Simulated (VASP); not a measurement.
# Pt (Fm-3m) in VASP: further runs, part 2 of 2

VASP 6.6.1. Earlier steps stand in the parts before.

### 5 Single point, PBEsol

Input file INCAR:

```
ALGO = Normal ; EDIFF = 1E-6
ENCUT = 520 ; GGA = PS
ISIF = 2 ; ISMEAR = 0
LASPH = True ; LCHARG = False
LREAL = False ; LWAVE = False
NBANDS = 11 ; NELM = 100
PREC = Accurate ; SIGMA = 0.1
```

Input file KPOINTS:

```
k-points
0
Gamma
  24 24 24
```

Input file POSCAR:

```
Pt
1.0
    0.0000000000      1.9590727670      1.9590727670
    1.9590727670      0.0000000000      1.9590727670
    1.9590727670      1.9590727670      0.0000000000
Pt
1
Direct
    0.0000000000      0.0000000000      0.0000000000
```

Potentials or basis: VASP PAW PBE potentials, release 64 (Pt).

Launch:

```console
cat potpaw_PBE.64/Pt/POTCAR > POTCAR
mpirun -np 1 vasp_std > vasp.out
```

OUTCAR:

```text
EDIFF = 1E-6
   ENCUT = 520
   GGA = PS
   ISIF = 2
   ISMEAR = 0
   LASPH = True
   LREAL = False
   NELM = 100
   PREC = Accurate

 ion  position               nearest neighbor table
   1  0.000  0.000  0.000-

  LATTYP: Found a face centered cubic cell.
 ALAT       =     3.9181455340

  Lattice vectors:

 A1 = (   0.0000000000,   1.9590727670,   1.9590727670)
 A2 = (   1.9590727670,   0.0000000000,   1.9590727670)
 A3 = (   1.9590727670,   1.9590727670,   0.0000000000)

Analysis of symmetry for initial positions (statically):
=====================================================================
 Subroutine PRICEL returns:
 Original cell was already a primitive cell.

 Routine SETGRP: Setting up the symmetry group for a
 face centered cubic supercell.

 Subroutine GETGRP returns: Found 48 space group operations
 (whereof 48 operations were pure point group operations)
 out of a pool of 48 trial point group operations.

The static configuration has the point symmetry O_h .

Analysis of symmetry for dynamics (positions and initial velocities):
=====================================================================
 Subroutine PRICEL returns:
 Original cell was already a primitive cell.

 Routine SETGRP: Setting up the symmetry group for a
 face centered cubic supercell.

 Subroutine GETGRP returns: Found 48 space group operations
 (whereof 48 operations were pure point group operations)
 out of a pool of 48 trial point group operations.

The dynamic configuration has the point symmetry O_h .

 Subroutine INISYM returns: Found 48 space group operations
 (whereof 48 operations are pure point group operations),
 and found     1 'primitive' translations

----------------------------------------------------------------------------------------

                                     Primitive cell

  volume of cell :      15.0377

  direct lattice vectors                    reciprocal lattice vectors
     0.000000000  1.959072767  1.959072767    -0.255222781  0.255222781  0.255222781
     1.959072767  0.000000000  1.959072767     0.255222781 -0.255222781  0.255222781
     1.959072767  1.959072767  0.000000000     0.255222781  0.255222781 -0.255222781

  length of vectors
     2.770547277  2.770547277  2.770547277     0.442058824  0.442058824  0.442058824

  position of ions in fractional coordinates (direct lattice)
     0.000000000  0.000000000  0.000000000

  ion indices of the primitive-cell ions
   primitive index   ion index
                 1           1

----------------------------------------------------------------------------------------

 KPOINTS: k-points

Automatic generation of k-mesh.
 Grid dimensions read from file:
 generate k-points for:   24   24   24

 Generating k-lattice:

  Cartesian coordinates                     Fractional coordinates (reciprocal lattice)
    -0.010634283  0.010634283  0.010634283     0.041666667  0.000000000  0.000000000
     0.010634283 -0.010634283  0.010634283     0.000000000  0.041666667  0.000000000
     0.010634283  0.010634283 -0.010634283     0.000000000  0.000000000  0.041666667

  Length of vectors
     0.018419118  0.018419118  0.018419118

  Shift w.r.t. Gamma in fractional coordinates (k-lattice)
     0.000000000  0.000000000  0.000000000

 Subroutine IBZKPT returns following result:
 ===========================================

 Found    413 irreducible k-points:

 Following reciprocal coordinates:
            Coordinates               Weight
  0.000000  0.000000  0.000000      1.000000
  0.041667  0.000000  0.000000      8.000000
  0.083333  0.000000  0.000000      8.000000
  0.125000  0.000000  0.000000      8.000000
  0.166667  0.000000  0.000000      8.000000
  0.208333  0.000000  0.000000      8.000000
[... 16 lines left out ...]
  0.416667  0.041667  0.000000     24.000000
  0.458333  0.041667  0.000000     24.000000
 [... further k-points ...]
   k-points           NKPTS =    413   k-points in BZ     NKDIM =    413   number of bands    NBANDS=     11
   number of dos      NEDOS =    301   number of ions     NIONS =      1
   total plane-waves  NPLWV =  13824
   dimension x,y,z NGX =    24 NGY =   24 NGZ =   24
   dimension x,y,z NGXF=    48 NGYF=   48 NGZF=   48
   ions per type =               1
   NGX,Y,Z   is equivalent  to a cutoff of  14.40, 14.40, 14.40 a.u.
   NGXF,Y,Z  is equivalent  to a cutoff of  28.80, 28.80, 28.80 a.u.
 SYSTEM =  unknown system
   PREC   = accura    normal or accurate (medium, high low for compatibility)
   ISTART =      0    job   : 0-new  1-cont  2-samecut
   ICHARG =      2    charge: 1-file 2-atom 10-const
   ISPIN  =      1    spin polarized calculation?
   LNONCOLLINEAR =      F non collinear calculations
   LSORBIT =      F    spin-orbit coupling
   LASPH  =      T    aspherical Exc in radial PAW
   ENCUT  =  520.0 eV  38.22 Ry    6.18 a.u.   5.15  5.15  5.15*2*pi/ulx,y,z
   NELM   =    100;   NELMIN=  2; NELMDL= -5     # of ELM steps
   EDIFF  = 0.1E-05   stopping-criterion for ELM
   LREAL  =      F    real-space projection
   EDIFFG = 0.1E-04   stopping-criterion for IOM
   NSW    =      0    number of steps for IOM
   IBRION =     -1    ionic relax: 0-MD 1-quasi-New 2-CG
   NFREE  =      0    steps in history (QN), initial steepest desc. (CG)
   ISIF   =      2    stress and relaxation
   ISYM   =      2    0-nonsym 1-usesym 2-fastsym
   POTIM  = 0.5000    time-step for ionic-motion
   TEBEG  =    0.0;   TEEND  =   0.0 temperature during run
   PSTRESS=    0.0 pullay stress
   NELECT =      10.0000    total number of electrons
   NUPDOWN=      -1.0000    fix difference up-down
   EMIN   =  10.00;   EMAX   =-10.00  energy-range for DOS
   EFERMI =   0.00;   METHOD = LEGACY
   ISMEAR =     0;   SIGMA  =   0.10  broadening in eV -4-tet -1-fermi 0-gaus
   EFERMI_NEDOS =   21; number of points for ismear=-14 and -15
   IALGO  =     38    algorithm
   IMIX   =      4    mixing-type and parameters
     AMIX     =   0.40;   BMIX     =  1.00
     AMIX_MAG =   1.60;   BMIX_MAG =  1.00
  volume/ion in A,a.u.               =      15.04       101.48
  Fermi-wavevector in a.u.,A,eV,Ry     =   1.428941  2.700307 27.781356  2.041872
  Thomas-Fermi vector in A             =   2.548948
   LORBIT       =      0    0 simple, 1 ext, 2 COOP (PROOUT), +10 PAW based schemes
   GGA     = PS    functional components
   LHFCALC =     F    Hartree Fock is set to
   AEXX    =    0.0000 exact exchange contribution
   IVDW    =     0    specifies the selected vdW correction
   LEPSILON=     F    determine dielectric tensor
   LRPA    =     F    only Hartree local field effects (RPA)
 non-spin polarized calculation
 Gauss-broadening in eV      SIGMA  =   0.10
  energy-cutoff  :      520.00
  volume of cell :       15.04
 maximum number of plane-waves:       419
 NGX is ok and might be reduce to    24
   NGX = 11   NGY = 11   NGZ = 11

 number of electron      10.0000000 magnetization

 Free energy of the ion-electron system (eV)
  ---------------------------------------------------
  ext. energy  EPLUGINS =         0.00000000
  ---------------------------------------------------
  free energy    TOTEN  =        -6.96814437 eV

  energy without entropy =       -6.95747168  energy(sigma->0) =       -6.96280803

 E-fermi :  11.1439     XC(G=0): -13.6452

 val. band max:       11.1394074616   @ k =   0.4583   0.4583   0.0000
 cond. band min:      11.1459000106   @ k =  -0.4583   0.2083   0.0000
 fundamental gap:      0.0064925490
 Fermi energy:        11.1439331546

 k-point     1 :       0.0000    0.0000    0.0000
  band No.  band energies     occupation
      1       0.8232      2.00000
      2       7.3279      2.00000
      3       7.3279      2.00000
      4       7.3279      2.00000
      5       9.5179      2.00000
      6       9.5179      2.00000
      7      25.7674      0.00000
      8      30.7423      0.00000
      9      30.7423      0.00000
     10      30.7423      0.00000
     11      36.0513      0.00000

 k-point     2 :       0.0417    0.0000    0.0000
  band No.  band energies     occupation
      1       0.8937      2.00000
      2       7.2954      2.00000
      3       7.3565      2.00000
      4       7.3565      2.00000
      5       9.5013      2.00000
      6       9.5013      2.00000
      7      25.8788      0.00000
      8      30.3410      0.00000
      9      30.8510      0.00000
     10      30.8510      0.00000
     11      36.4997      0.00000
[... 295 lines left out ...]
 k-point    24 :       0.4583    0.0417    0.0000
  band No.  band energies     occupation
      1       3.8067      2.00000
      2       7.2488      2.00000
      3       7.3568      2.00000
      4       9.6483      2.00000
      5      11.1556      0.86887
      6      11.4155      0.00012
      7      17.7098      0.00000
      8      25.5622      0.00000
      9      30.1209      0.00000
     10      30.4210      0.00000
     11      38.9132      0.00000

 [... further k-points ...]
[... 5 lines left out ...]
  --------------------------------------------------------------------------------------
  -------------------------------------------------------------------------------------
  Total       -0.0401225     -0.0401225     -0.0401225      0.0000000     -0.0000000      0.0000000
  in kB       -4.2748071     -4.2748071     -4.2748071      0.0000000     -0.0000000      0.0000000
  external PRESSURE =      -4.2748071 kB  Pullay stress =       0.0000000 kB

 VOLUME and BASIS-vectors are now :
 -----------------------------------------------------------------------------
  energy-cutoff  :      520.00
  volume of cell :       15.04
      direct lattice vectors                 reciprocal lattice vectors
     0.000000000  1.959072767  1.959072767    -0.255222781  0.255222781  0.255222781
     1.959072767  0.000000000  1.959072767     0.255222781 -0.255222781  0.255222781
     1.959072767  1.959072767  0.000000000     0.255222781  0.255222781 -0.255222781

 POSITION                                       TOTAL-FORCE (eV/Angst)
 -----------------------------------------------------------------------------------
      0.00000      0.00000      0.00000         0.000000      0.000000      0.000000
 -----------------------------------------------------------------------------------
    total drift:                               -0.000000      0.000000     -0.000000

  FREE ENERGIE OF THE ION-ELECTRON SYSTEM (eV)
  ---------------------------------------------------
  free  energy   TOTEN  =        -6.9681443745 eV

  energy  without entropy=       -6.9574716839  energy(sigma->0) =       -6.96280803
```

OSZICAR:

```text
N       E                     dE             d eps       ncg     rms          rms(c)
DAV:   1     0.390441019152E+02    0.39044E+02   -0.53377E+03  9270   0.843E+02
DAV:   2    -0.677093473217E+01   -0.45815E+02   -0.43767E+02 10442   0.177E+02
DAV:   3    -0.741984813732E+01   -0.64891E+00   -0.64355E+00 10576   0.198E+01
DAV:   4    -0.742230354852E+01   -0.24554E-02   -0.24552E-02 10469   0.145E+00
DAV:   5    -0.742232257745E+01   -0.19029E-04   -0.19029E-04 10636   0.118E-01    0.134E+01
DAV:   6    -0.701769233644E+01    0.40463E+00   -0.92992E-01  9833   0.762E+00    0.685E+00
DAV:   7    -0.697248728160E+01    0.45205E-01   -0.16302E-01 10511   0.307E+00    0.257E+00
DAV:   8    -0.696844265425E+01    0.40446E-02   -0.68515E-03  9899   0.755E-01    0.672E-01
DAV:   9    -0.696814018627E+01    0.30247E-03   -0.24166E-04 10088   0.142E-01    0.313E-02
DAV:  10    -0.696814420145E+01   -0.40152E-05   -0.42641E-06 11342   0.146E-02    0.550E-03
DAV:  11    -0.696814437455E+01   -0.17310E-06   -0.50310E-08  5647   0.210E-03
   1 F= -.69681444E+01 E0= -.69628080E+01  d E =-.106727E-01
```

Run time: 44 s. Hardware: 1 thread of Intel Xeon Platinum 8259CL at 2.50GHz (Skylake/Cascade Lake), shared host; peak memory 0.2 GiB.

What came out:

```
Free energy            : -6.9681 eV
Pressure               : -0.4 GPa
Band gap on the k mesh : zero (band 5 reaches 11.65 eV, above the bottom of band 6 at 9.41 eV)
```

Caveat: the PAW data sets were made with another functional, which shifts forces and pressure a little; spin-orbit coupling is left out, which moves the levels of the heavy elements.

### 6 Relaxation of cell and atoms, PBEsol

Input file INCAR:

```
SYSTEM = Pt
ALGO = Fast ; EDIFF = 1E-6
EDIFFG = -0.01 ; ENCUT = 600
GGA = PS ; IBRION = 2
ISIF = 3 ; ISMEAR = 0
LASPH = .True. ; LCHARG = .False.
LREAL = .False. ; LWAVE = .False.
NELM = 80 ; NSW = 100
PREC = Accurate ; SIGMA = 0.1
```

Input file KPOINTS:

```
k-points
0
Gamma
  24 24 24
  0 0 0
```

Input file POSCAR:

```
Pt
1.0
    0.0000000000      1.9579000000      1.9579000000
    1.9579000000      0.0000000000      1.9579000000
    1.9579000000      1.9579000000      0.0000000000
Pt
1
Direct
    0.0000000000      0.0000000000      0.0000000000
```

Potentials or basis: VASP PAW PBE potentials, release 64 (Pt).

Launch:

```console
cat potpaw_PBE.64/Pt/POTCAR > POTCAR
mpirun -np 1 vasp_std > vasp.out
```

It took 96 s on 1 thread of Intel Xeon Platinum 8259CL at 2.50GHz (Skylake/Cascade Lake), shared host; peak memory 0.21 GiB.

The run converged. Its results:

- Free energy: -6.9682 eV
- Relaxed volume: 15.02 Å³/atom
- Relaxed cell: a = 2.769 Å, b = 2.769 Å, c = 2.769 Å, α = 60.00°, β = 60.00°, γ = 60.00°
- Space group after relaxing (to 0.05 Å): Fm-3m (No. 225)
- Energy gained by relaxing: 0.0 meV/atom
- Ionic steps: 3
- Pressure after relaxing: 0.0 GPa
- Band gap on the k mesh: zero (band 5 reaches 11.67 eV, above the bottom of band 6 at 9.43 eV)

Final structure:
```cif
data_structure
_symmetry_space_group_name_H-M 'P 1'
_symmetry_Int_Tables_number 1
_cell_length_a 2.7695
_cell_length_b 2.7695
_cell_length_c 2.7695
_cell_angle_alpha 60.000
_cell_angle_beta 60.000
_cell_angle_gamma 60.000
_cell_volume 15.02
loop_
_atom_site_label
_atom_site_type_symbol
_atom_site_fract_x
_atom_site_fract_y
_atom_site_fract_z
_atom_site_occupancy
Pt1 Pt 0.00000 0.00000 0.00000 1
```

Levels at points of the mesh, in eV from the Fermi level:
| k point | band 3 | band 4 | band 5 | band 6 | band 7 | band 8 |
| --- | --- | --- | --- | --- | --- | --- |
| (0.00, 0.00, 0.00) | -3.82 | -3.82 | -1.63 | -1.63 | 14.62 | 19.60 |
| (0.50, 0.00, 0.00) | -3.88 | -0.56 | 0.05 | 0.05 | 5.84 | 14.17 |
| (0.50, 0.50, 0.00) | 0.03 | 0.50 | 0.50 | 1.71 | 8.88 | 11.36 |

Caveat: the PAW data sets were made with another functional, which shifts forces and pressure a little; spin-orbit coupling is left out, which moves the levels of the heavy elements.

### 7 Relaxation of cell and atoms, PBEsol

This run uses another cell than the first one, of 15.00 Å³/atom, 0.998 times its volume.

Input file INCAR:

```
SYSTEM = Pt
PREC     = Accurate       ! precision mode
ENCUT    = 600            ! plane-wave cutoff, eV
EDIFF    = 1E-6           ! SCF threshold, eV
ISMEAR   = 0              ! smearing method
SIGMA    = 0.1            ! smearing width, eV
LREAL    = .FALSE.        ! projectors in reciprocal space
LASPH    = .TRUE.         ! aspherical terms in the spheres
NELM     = 60             ! most SCF steps
ALGO     = Normal         ! electronic algorithm
ISIF     = 3              ! what is computed and relaxed
LWAVE    = .FALSE.        ! write WAVECAR
LCHARG   = .FALSE.        ! write CHGCAR
GGA      = PS             ! functional
IBRION   = 2              ! ionic algorithm
NSW      = 100            ! ionic steps
EDIFFG   = -0.01          ! ionic threshold
```

Input file KPOINTS:

```
regular mesh
0
G
  24 24 24
  0 0 0
```

Input file POSCAR:

```
Pt
1.0
    0.0000000000      1.9576313107      1.9576313107
    1.9576313107      0.0000000000      1.9576313107
    1.9576313107      1.9576313107      0.0000000000
Pt
1
Direct
    0.0000000000      0.0000000000      0.0000000000
```

Potentials or basis: VASP PAW PBE potentials, release 64 (Pt).

Launch:

```console
cat potpaw_PBE.64/Pt/POTCAR > POTCAR
mpirun -np 1 vasp_std > vasp.out
```

OUTCAR:

```text
SYSTEM = Pt
   PREC = Accurate
   ENCUT = 600
   EDIFF = 1E-6
   ISMEAR = 0
   LREAL = .FALSE.
   LASPH = .TRUE.
   NELM = 60
   ISIF = 3
   GGA = PS
   IBRION = 2
   NSW = 100
   EDIFFG = -0.01

 ion  position               nearest neighbor table
   1  0.000  0.000  0.000-

  LATTYP: Found a face centered cubic cell.
 ALAT       =     3.9152626214

  Lattice vectors:

 A1 = (   0.0000000000,   1.9576313107,   1.9576313107)
 A2 = (   1.9576313107,   0.0000000000,   1.9576313107)
 A3 = (   1.9576313107,   1.9576313107,   0.0000000000)

Analysis of symmetry for initial positions (statically):
=====================================================================
 Subroutine PRICEL returns:
[... 250 lines left out ...]

  energy without entropy =       -6.95753081  energy(sigma->0) =       -6.96285820

 E-fermi :  11.1671     XC(G=0): -13.6521

 val. band max:       11.1626795722   @ k =   0.4583   0.4583   0.0000
 cond. band min:      11.1691579512   @ k =  -0.4583   0.2083   0.0000
 fundamental gap:      0.0064783789
 Fermi energy:        11.1671230239

 k-point     1 :       0.0000    0.0000    0.0000
  band No.  band energies     occupation
      1       0.8329      2.00000
      2       7.3435      2.00000
      3       7.3435      2.00000
      4       7.3435      2.00000
      5       9.5379      2.00000
      6       9.5379      2.00000
      7      25.7871      0.00000
      8      30.7689      0.00000
      9      30.7689      0.00000
[... 265 lines left out ...]
 k-point    24 :       0.4583    0.0417    0.0000
  band No.  band energies     occupation
      1       3.8173      2.00000
      2       7.2640      2.00000
      3       7.3723      2.00000
      4       9.6667      2.00000
      5      11.1790      0.86711
      6      11.4383      0.00013
      7      17.7420      0.00000
      8      25.5829      0.00000
      9      30.1532      0.00000

 [... further k-points ...]
[... 5 lines left out ...]
  --------------------------------------------------------------------------------------
  -------------------------------------------------------------------------------------
  Total        0.0003736      0.0003736      0.0003736      0.0000000      0.0000000     -0.0000000
  in kB        0.0398508      0.0398508      0.0398508      0.0000000      0.0000000     -0.0000000
  external PRESSURE =       0.0398508 kB  Pullay stress =       0.0000000 kB
[... 16 lines left out ...]
  FREE ENERGIE OF THE ION-ELECTRON SYSTEM (eV)
  ---------------------------------------------------
  free  energy   TOTEN  =        -6.9681855886 eV

  energy  without entropy=       -6.9575308123  energy(sigma->0) =       -6.96285820

 reached required accuracy - stopping structural energy minimisation
```

Wall time 87 s (1 thread of Intel Xeon Platinum 8259CL at 2.50GHz (Skylake/Cascade Lake), shared host); peak memory 0.21 GiB.

What came out:

```yaml
Free_energy: -6.9682 eV
Relaxed_volume: 15.02 Å³/atom
Relaxed_cell: a = 2.769 Å, b = 2.769 Å, c = 2.769 Å, α = 60.00°, β = 60.00°, γ = 60.00°
Space_group_after_relaxing_to_0.05_Å: Fm-3m (No. 225)
Energy_gained_by_relaxing: 0.0 meV/atom
Ionic_steps: 3
Pressure_after_relaxing: 0.0 GPa
Band_gap_on_the_k_mesh: zero (band 5 reaches 11.68 eV, above the bottom of band 6 at 9.43 eV)
```

Final structure:
```xyz
1
Lattice="0.0000 1.9583 1.9583 1.9583 0.0000 1.9583 1.9583 1.9583 0.0000" Properties=species:S:1:pos:R:3 pbc="T T T"
Pt    0.0000    0.0000    0.0000
```

Levels at points of the mesh, in eV from the Fermi level:
```tsv
k point	band 3	band 4	band 5	band 6	band 7	band 8
(0.00, 0.00, 0.00)	-3.82	-3.82	-1.63	-1.63	14.62	19.60
(0.50, 0.00, 0.00)	-3.88	-0.56	0.05	0.05	5.84	14.17
(0.50, 0.50, 0.00)	0.03	0.50	0.50	1.71	8.88	11.36
```

Caveat: the PAW data sets were made with another functional, which shifts forces and pressure a little; spin-orbit coupling is left out, which moves the levels of the heavy elements.
